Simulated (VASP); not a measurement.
# BaS in VASP: settings compared

Aim: see how the results for BaS move with the level of theory and the settings. Levels: PBE, r2SCAN. Tasks: single point.

Program: VASP 6.6.1. These are calculated values, not measurements. Logs are shortened: lines on timing, memory, paths and dates and some standing lists are left out, and cuts for length are marked.

### Step 1. The cell of the first run

The structure is trigonal, space group R-3m (No. 166). The conventional cell has a = 5.422 Å, b = 5.422 Å, c = 6.478 Å, α = 90.00°, β = 90.00°, γ = 120.00°. Within 4.3 Å of Ba (site symmetry -3m) lie 8 S at 3.24 to 3.31 Å and 6 Ba at 3.80 Å. Within 4.3 Å of S (site symmetry -3m) lie 8 Ba at 3.24 to 3.31 Å and 6 S at 3.80 Å.

### Step 2. Single point, PBE (strain along [111] -2.5%)

The input, INCAR:

```
SYSTEM = BaS
PREC     = Accurate       ! precision mode
ENCUT    = 520            ! plane-wave cutoff, eV
EDIFF    = 1E-6           ! SCF threshold, eV
ISMEAR   = -1             ! smearing method
SIGMA    = 0.02           ! smearing width, eV
LREAL    = .False.        ! projectors in reciprocal space
LASPH    = .True.         ! aspherical terms in the spheres
NELM     = 80             ! most SCF steps
ALGO     = Normal         ! electronic algorithm
ISIF     = 2              ! what is computed and relaxed
LWAVE    = .False.        ! write WAVECAR
LCHARG   = .False.        ! write CHGCAR
GGA      = PE             ! functional
NBANDS   = 15             ! bands
```

The input, KPOINTS:

```
regular mesh
0
Gamma
  6 6 6
  0 0 0
```

The input, POSCAR:

```
BaS
1.0
    3.8024492395     -0.0313090258     -0.0313090258
   -0.0313090258      3.8024492395     -0.0313090258
   -0.0313090258     -0.0313090258      3.8024492395
Ba S
1 1
Direct
    0.0000000000      0.0000000000      0.0000000000
    0.5000000000      0.5000000000      0.5000000000
```

Potentials or basis: VASP PAW PBE potentials, release 64 (Ba_sv, S).

Started as:

```
cat potpaw_PBE.64/Ba_sv/POTCAR potpaw_PBE.64/S/POTCAR > POTCAR
mpirun -np 1 vasp_std > vasp.out
```

OUTCAR:

```text
SYSTEM = BaS
   PREC = Accurate
   ENCUT = 520
   EDIFF = 1E-6
   ISMEAR = -1
   LREAL = .False.
   LASPH = .True.
   NELM = 80
   ISIF = 2
   GGA = PE

 ion  position               nearest neighbor table
   1  0.000  0.000  0.000-   2 3.24   2 3.24   2 3.31   2 3.31   2 3.31   2 3.31   2 3.31   2 3.31

   2  0.500  0.500  0.500-   1 3.24   1 3.24   1 3.31   1 3.31   1 3.31   1 3.31   1 3.31   1 3.31

  LATTYP: Found a trigonal (rhomboedric) cell.
 ALAT       =     3.8027070265
 COS(alpha) =    -0.0163977998

  Lattice vectors:

 A1 = (   3.8024492395,  -0.0313090258,  -0.0313090258)
 A2 = (  -0.0313090258,   3.8024492395,  -0.0313090258)
 A3 = (  -0.0313090258,  -0.0313090258,   3.8024492395)

Analysis of symmetry for initial positions (statically):
=====================================================================
 Subroutine PRICEL returns:
 Original cell was already a primitive cell.

 Routine SETGRP: Setting up the symmetry group for a
 trigonal (rhombohedral) supercell.

 Subroutine GETGRP returns: Found 12 space group operations
 (whereof 12 operations were pure point group operations)
 out of a pool of 12 trial point group operations.

The static configuration has the point symmetry D_3d.

Analysis of symmetry for dynamics (positions and initial velocities):
=====================================================================
 Subroutine PRICEL returns:
 Original cell was already a primitive cell.

 Routine SETGRP: Setting up the symmetry group for a
 trigonal (rhombohedral) supercell.

 Subroutine GETGRP returns: Found 12 space group operations
 (whereof 12 operations were pure point group operations)
 out of a pool of 12 trial point group operations.

The dynamic configuration has the point symmetry D_3d.

 Subroutine INISYM returns: Found 12 space group operations
 (whereof 12 operations are pure point group operations),
 and found     1 'primitive' translations

----------------------------------------------------------------------------------------

                                     Primitive cell

  volume of cell :      54.9669

  direct lattice vectors                    reciprocal lattice vectors
     3.802449240 -0.031309026 -0.031309026     0.263024350  0.002183699  0.002183699
    -0.031309026  3.802449240 -0.031309026     0.002183699  0.263024350  0.002183699
    -0.031309026 -0.031309026  3.802449240     0.002183699  0.002183699  0.263024350

  length of vectors
     3.802707026  3.802707026  3.802707026     0.263042479  0.263042479  0.263042479

  position of ions in fractional coordinates (direct lattice)
     0.000000000  0.000000000  0.000000000
     0.500000000  0.500000000  0.500000000

  ion indices of the primitive-cell ions
   primitive index   ion index
                 1           1
                 2           2

----------------------------------------------------------------------------------------

 KPOINTS: regular mesh

Automatic generation of k-mesh.
 Grid dimensions read from file:
 generate k-points for:    6    6    6

 Generating k-lattice:

  Cartesian coordinates                     Fractional coordinates (reciprocal lattice)
     0.043837392  0.000363950  0.000363950     0.166666667  0.000000000  0.000000000
     0.000363950  0.043837392  0.000363950     0.000000000  0.166666667  0.000000000
     0.000363950  0.000363950  0.043837392     0.000000000  0.000000000  0.166666667

  Length of vectors
     0.043840413  0.043840413  0.043840413

  Shift w.r.t. Gamma in fractional coordinates (k-lattice)
     0.000000000  0.000000000  0.000000000

 Subroutine IBZKPT returns following result:
 ===========================================

 Found     32 irreducible k-points:

 Following reciprocal coordinates:
            Coordinates               Weight
  0.000000  0.000000  0.000000      1.000000
  0.166667 -0.000000  0.000000      6.000000
  0.333333 -0.000000  0.000000      6.000000
  0.500000 -0.000000 -0.000000      3.000000
  0.166667  0.166667 -0.000000      6.000000
  0.333333  0.166667  0.000000     12.000000
[... 16 lines left out ...]
  0.500000  0.500000  0.166667      6.000000
 -0.333333  0.500000  0.166667     12.000000
 [... further k-points ...]
   k-points           NKPTS =     32   k-points in BZ     NKDIM =     32   number of bands    NBANDS=     15
   number of dos      NEDOS =    301   number of ions     NIONS =      2
   total plane-waves  NPLWV =  21952
   dimension x,y,z NGX =    28 NGY =   28 NGZ =   28
   dimension x,y,z NGXF=    56 NGYF=   56 NGZF=   56
   ions per type =               1   1
   NGX,Y,Z   is equivalent  to a cutoff of  12.24, 12.24, 12.24 a.u.
   NGXF,Y,Z  is equivalent  to a cutoff of  24.48, 24.48, 24.48 a.u.
 SYSTEM =  BaS
   PREC   = accura    normal or accurate (medium, high low for compatibility)
   ISTART =      0    job   : 0-new  1-cont  2-samecut
   ICHARG =      2    charge: 1-file 2-atom 10-const
   ISPIN  =      1    spin polarized calculation?
   LNONCOLLINEAR =      F non collinear calculations
   LSORBIT =      F    spin-orbit coupling
   LASPH  =      T    aspherical Exc in radial PAW
   ENCUT  =  520.0 eV  38.22 Ry    6.18 a.u.   7.07  7.07  7.07*2*pi/ulx,y,z
   NELM   =     80;   NELMIN=  2; NELMDL= -5     # of ELM steps
   EDIFF  = 0.1E-05   stopping-criterion for ELM
   LREAL  =      F    real-space projection
   EDIFFG = 0.1E-04   stopping-criterion for IOM
   NSW    =      0    number of steps for IOM
   IBRION =     -1    ionic relax: 0-MD 1-quasi-New 2-CG
   NFREE  =      0    steps in history (QN), initial steepest desc. (CG)
   ISIF   =      2    stress and relaxation
   ISYM   =      2    0-nonsym 1-usesym 2-fastsym
   POTIM  = 0.5000    time-step for ionic-motion
   TEBEG  =    0.0;   TEEND  =   0.0 temperature during run
   PSTRESS=    0.0 pullay stress
   NELECT =      16.0000    total number of electrons
   NUPDOWN=      -1.0000    fix difference up-down
   EMIN   =  10.00;   EMAX   =-10.00  energy-range for DOS
   EFERMI =   0.00;   METHOD = LEGACY
   ISMEAR =    -1;   SIGMA  =   0.02  broadening in eV -4-tet -1-fermi 0-gaus
   EFERMI_NEDOS =   21; number of points for ismear=-14 and -15
   IALGO  =     38    algorithm
   IMIX   =      4    mixing-type and parameters
     AMIX     =   0.40;   BMIX     =  1.00
     AMIX_MAG =   1.60;   BMIX_MAG =  1.00
  volume/ion in A,a.u.               =      27.48       185.47
  Fermi-wavevector in a.u.,A,eV,Ry     =   1.084962  2.050280 16.015983  1.177142
  Thomas-Fermi vector in A             =   2.221064
   LORBIT       =      0    0 simple, 1 ext, 2 COOP (PROOUT), +10 PAW based schemes
   GGA     = PE    functional components
   LHFCALC =     F    Hartree Fock is set to
   AEXX    =    0.0000 exact exchange contribution
   IVDW    =     0    specifies the selected vdW correction
   LEPSILON=     F    determine dielectric tensor
   LRPA    =     F    only Hartree local field effects (RPA)
 non-spin polarized calculation
  energy-cutoff  :      520.00
  volume of cell :       54.97
 maximum number of plane-waves:      1492
   NGX = 15   NGY = 15   NGZ = 15

 number of electron      15.9999997 magnetization

 Free energy of the ion-electron system (eV)
  ---------------------------------------------------
  ext. energy  EPLUGINS =         0.00000000
  ---------------------------------------------------
  free energy    TOTEN  =        -9.72877856 eV

  energy without entropy =       -9.72877856  energy(sigma->0) =       -9.72877856

 E-fermi :   3.6354     XC(G=0):  -9.5150

 val. band max:        3.1924098046   @ k =   0.5000   0.5000   0.0000
 cond. band min:       4.5890781754   @ k =   0.0000   0.0000   0.0000
 fundamental gap:      1.3966683708
 Fermi energy:         3.6353651705

 k-point     1 :       0.0000    0.0000    0.0000
  band No.  band energies     occupation
      1     -23.9032      2.00000
      2      -8.6929      2.00000
      3      -8.6750      2.00000
      4      -8.6750      2.00000
      5      -7.9357      2.00000
      6       3.0896      2.00000
      7       3.0896      2.00000
      8       3.1115      2.00000
      9       4.5891      0.00000
     10       4.5891      0.00000
     11       7.2297      0.00000
     12       9.7451      0.00000
     13       9.8884      0.00000
     14       9.8884      0.00000
     15      14.2218      0.00000

 k-point     2 :       0.1667   -0.0000    0.0000
  band No.  band energies     occupation
      1     -23.8783      2.00000
      2      -9.2852      2.00000
      3      -8.6533      2.00000
      4      -8.6432      2.00000
      5      -7.4197      2.00000
      6       2.0605      2.00000
      7       2.9144      2.00000
      8       2.9411      2.00000
      9       4.7934      0.00000
     10       5.6604      0.00000
     11       8.1813      0.00000
     12       9.8403      0.00000
     13       9.8574      0.00000
     14      10.0173      0.00000
     15      12.5253      0.00000

 k-point     3 :       0.3333   -0.0000    0.0000
  band No.  band energies     occupation
      1     -23.8278      2.00000
      2      -9.9836      2.00000
      3      -8.5856      2.00000
      4      -8.5780      2.00000
      5      -6.8461      2.00000
      6       0.7521      2.00000
      7       2.5431      2.00000
      8       2.6401      2.00000
      9       5.3070      0.00000
     10       7.8757      0.00000
     11       9.6987      0.00000
     12       9.9760      0.00000
     13      10.1929      0.00000
     14      10.4554      0.00000
     15      10.5469      0.00000
[... 343 lines left out ...]
 k-point    23 :       0.5000    0.5000    0.1667
  band No.  band energies     occupation
      1     -23.6880      2.00000
      2      -9.5257      2.00000
      3      -9.5001      2.00000
      4      -8.6896      2.00000
      5      -7.4108      2.00000
      6       1.3603      2.00000
      7       1.4029      2.00000
      8       2.1502      2.00000
      9       6.3343      0.00000
     10       7.8821      0.00000
     11       8.0886      0.00000
     12       8.2108      0.00000
     13      12.2874      0.00000
     14      13.5513      0.00000
     15      13.9112      0.00000

 k-point    24 :      -0.3333    0.5000    0.1667
  band No.  band energies     occupation
      1     -23.7113      2.00000
      2      -9.7098      2.00000
      3      -9.2871      2.00000
      4      -8.7217      2.00000
      5      -7.1912      2.00000
      6       1.2035      2.00000
      7       1.3615      2.00000
      8       2.4540      2.00000
      9       6.5253      0.00000
     10       7.3602      0.00000
     11       8.1023      0.00000
     12       9.3092      0.00000
     13      10.6734      0.00000
     14      13.1768      0.00000
     15      13.1919      0.00000

 [... further k-points ...]

------------------------ aborting loop because EDIFF is reached ----------------------------------------

  FORCE on cell =-STRESS in cart. coord.  units (eV):
  Direction    XX          YY          ZZ          XY          YZ          ZX
  --------------------------------------------------------------------------------------
  -------------------------------------------------------------------------------------
  Total        0.8791735      0.8791735      0.8791735      0.0997464      0.0997464      0.0997464
  in kB       25.6261701     25.6261701     25.6261701      2.9074113      2.9074113      2.9074113
  external PRESSURE =      25.6261701 kB  Pullay stress =       0.0000000 kB

 VOLUME and BASIS-vectors are now :
 -----------------------------------------------------------------------------
  energy-cutoff  :      520.00
  volume of cell :       54.97
      direct lattice vectors                 reciprocal lattice vectors
     3.802449240 -0.031309026 -0.031309026     0.263024350  0.002183699  0.002183699
    -0.031309026  3.802449240 -0.031309026     0.002183699  0.263024350  0.002183699
    -0.031309026 -0.031309026  3.802449240     0.002183699  0.002183699  0.263024350

 POSITION                                       TOTAL-FORCE (eV/Angst)
 -----------------------------------------------------------------------------------
      0.00000      0.00000      0.00000         0.000000     -0.000000      0.000000
      1.86992      1.86992      1.86992        -0.000000      0.000000     -0.000000
 -----------------------------------------------------------------------------------
    total drift:                               -0.000000      0.000000      0.000000

  FREE ENERGIE OF THE ION-ELECTRON SYSTEM (eV)
  ---------------------------------------------------
  free  energy   TOTEN  =        -9.7287785628 eV

  energy  without entropy=       -9.7287785628  energy(sigma->0) =       -9.72877856
```

It used 22 s of CPU time on 1 thread of AMD EPYC 7R13 Processor (Zen 3), on a shared host.

What came out:

| Property | Result |
| --- | --- |
| Free energy | -9.7288 eV |
| Pressure | 2.6 GPa |
| Band gap on the k mesh | 1.40 eV (least direct gap 1.48 eV) |

Stress tensor (GPa, compression positive):
```
2.56 0.29 0.29
0.29 2.56 0.29
0.29 0.29 2.56
```

Caveat: the cell differs from its parent crystal (strain along [111] -2.5%); spin-orbit coupling is left out, which moves the levels of the heavy elements.

### Step 3. Single point, PBE (uniaxial z strain +3.1%)

The input, INCAR:

```
PREC     = Accurate       # precision mode
ENCUT    = 520            # plane-wave cutoff, eV
EDIFF    = 1E-6           # SCF threshold, eV
ISMEAR   = -1             # smearing method
SIGMA    = 0.02           # smearing width, eV
LREAL    = F              # projectors in reciprocal space
LASPH    = T              # aspherical terms in the spheres
NELM     = 100            # most SCF steps
ALGO     = Normal         # electronic algorithm
ISIF     = 2              # what is computed and relaxed
LWAVE    = F              # write WAVECAR
LCHARG   = F              # write CHGCAR
GGA      = PE             # functional
NBANDS   = 15             # bands
```

The input, KPOINTS:

```
Automatic mesh
0
Gamma
  6 6 6
```

The input, POSCAR:

```
BaS
1.0
    3.8337582654      0.0000000000      0.0000000000
    0.0000000000      3.8337582654      0.0000000000
    0.0000000000      0.0000000000      3.9541382749
Ba S
1 1
Direct
    0.0000000000      0.0000000000      0.0000000000
    0.5000000000      0.5000000000      0.5000000000
```

Potentials or basis: VASP PAW PBE potentials, release 64 (Ba_sv, S).

Started as:

```
cat potpaw_PBE.64/Ba_sv/POTCAR potpaw_PBE.64/S/POTCAR > POTCAR
mpirun -np 1 vasp_std > vasp.out
```

It used 44 s of CPU time on 1 thread of AMD EPYC 7R13 Processor (Zen 3), on a shared host.

The run converged. Its results:

```
Free energy            : -9.7402 eV
Pressure               : -0.3 GPa
Band gap on the k mesh : 1.39 eV (least direct gap 1.51 eV)
```

Stress tensor (GPa, compression positive):
```
 0.84  0.00  0.00
 0.00  0.84  0.00
 0.00  0.00 -2.52
```

Levels at points of the mesh, in eV from the valence-band top:
```tsv
k point	band 4	band 5	band 6	band 7	band 8	band 9	band 10	band 11	band 12	band 13
(0.00, 0.00, 0.00)	-12.10	-11.08	-0.34	-0.13	-0.13	1.39	1.41	3.55	6.26	6.26
(0.50, 0.00, 0.00)	-11.98	-9.99	-2.90	-0.96	-0.65	2.43	5.95	6.38	6.63	6.69
(0.50, 0.50, 0.00)	-11.94	-10.63	-1.44	-1.44	-0.21	2.22	2.94	4.00	4.00	8.70
(0.00, 0.00, 0.50)	-12.01	-9.97	-2.92	-0.70	-0.70	2.27	5.58	6.51	6.93	6.94
(0.50, 0.00, 0.50)	-11.91	-10.68	-1.47	-1.39	0.00	2.05	3.33	4.23	4.43	8.36
(0.50, 0.50, 0.50)	-12.59	-10.32	-2.75	-2.73	-2.73	6.83	7.10	7.10	7.35	7.58
```

Caveat: the cell differs from its parent crystal (uniaxial z strain +3.1%); spin-orbit coupling is left out, which moves the levels of the heavy elements. A k mesh can miss the band edges.

### Step 4. Single point, r2SCAN (uniaxial z strain +3.1%)

POSCAR is that of step 3.

The input, INCAR.step1:

```
SYSTEM = BaS
ALGO     = Normal         ! electronic algorithm
EDIFF    = 1E-4           ! SCF threshold, eV
ENCUT    = 520            ! plane-wave cutoff, eV
GGA      = PE             ! functional
ISMEAR   = 0              ! smearing method
LASPH    = .TRUE.         ! aspherical terms in the spheres
LCHARG   = .FALSE.        ! write CHGCAR
LREAL    = .FALSE.        ! projectors in reciprocal space
LWAVE    = .TRUE.         ! write WAVECAR
NBANDS   = 15             ! bands
NELM     = 60             ! most SCF steps
PREC     = Accurate       ! precision mode
SIGMA    = 0.01           ! smearing width, eV
```

The input, INCAR.step2:

```
SYSTEM = BaS
ALGO     = Normal         ! electronic algorithm
EDIFF    = 1E-6           ! SCF threshold, eV
ENCUT    = 520            ! plane-wave cutoff, eV
ISIF     = 2              ! what is computed and relaxed
ISMEAR   = 0              ! smearing method
ISTART   = 1            
LASPH    = .TRUE.         ! aspherical terms in the spheres
LCHARG   = .FALSE.        ! write CHGCAR
LMIXTAU  = .TRUE.       
LREAL    = .FALSE.        ! projectors in reciprocal space
LWAVE    = .FALSE.        ! write WAVECAR
METAGGA  = R2SCAN         ! meta-GGA
NBANDS   = 15             ! bands
NELM     = 60             ! most SCF steps
PREC     = Accurate       ! precision mode
SIGMA    = 0.01           ! smearing width, eV
```

The input, KPOINTS:

```
k-points
0
G
  6 6 6
  0 0 0
```

Started as:

```
cat potpaw_PBE.64/Ba_sv/POTCAR potpaw_PBE.64/S/POTCAR > POTCAR
cp INCAR.step1 INCAR
mpirun -np 1 vasp_std > vasp.out
cp INCAR.step2 INCAR
mpirun -np 1 vasp_std > vasp.out
```

It used 180 s of CPU time on 1 thread of AMD EPYC 7R13 Processor (Zen 3) (shared host).

The run converged. Its results:

- Free energy: -38.7914 eV
- Pressure: -0.6 GPa
- Band gap on the k mesh: 1.75 eV (least direct gap 1.88 eV)

Stress tensor (GPa, compression positive):
```
 0.58  0.00  0.00
 0.00  0.58  0.00
 0.00  0.00 -2.91
```

Levels at points of the mesh, in eV from the valence-band top:
```csv
k point,band 6,band 7,band 8,band 9,band 10,band 11
"(0.00, 0.00, 0.00)",-0.35,-0.12,-0.12,1.75,1.77,4.36
"(0.50, 0.00, 0.00)",-2.89,-0.97,-0.64,2.82,6.46,6.92
"(0.50, 0.50, 0.00)",-1.48,-1.48,-0.22,2.67,3.45,4.46
"(0.00, 0.00, 0.50)",-2.90,-0.69,-0.69,2.66,6.08,7.06
"(0.50, 0.00, 0.50)",-1.50,-1.43,0.00,2.50,3.87,4.69
"(0.50, 0.50, 0.50)",-2.78,-2.76,-2.76,7.43,7.69,7.69
```

Caveat: the cell differs from its parent crystal (uniaxial z strain +3.1%); the PAW data sets were made with another functional, which shifts forces and pressure a little; spin-orbit coupling is left out, which moves the levels of the heavy elements.

### Step 5. Summary

```tsv
level	cell	smearing	gap on the mesh (eV)	pressure (GPa)
PBE	a = 3.803 Å, angles 90.9°, 2 atoms	fermi-dirac 0.02 eV	1.40	2.6
PBE	a = 3.834, b = 3.834, c = 3.954 Å, 2 atoms	fermi-dirac 0.02 eV	1.39	-0.3
r2SCAN	a = 3.834, b = 3.834, c = 3.954 Å, 2 atoms	gaussian 0.01 eV	1.75	-0.6
```

Alike in all rows: task single point; potentials or basis VASP PAW PBE potentials, release 64 (Ba_sv, S); no spin polarisation; k mesh 6 × 6 × 6; cutoff (eV) 520.

Caveats: spin-orbit coupling is left out, which moves the levels of the heavy elements; the PAW data sets were made with another functional, which shifts forces and pressure a little (at least some runs).

Absolute energies hang on the potentials; compare differences alone.
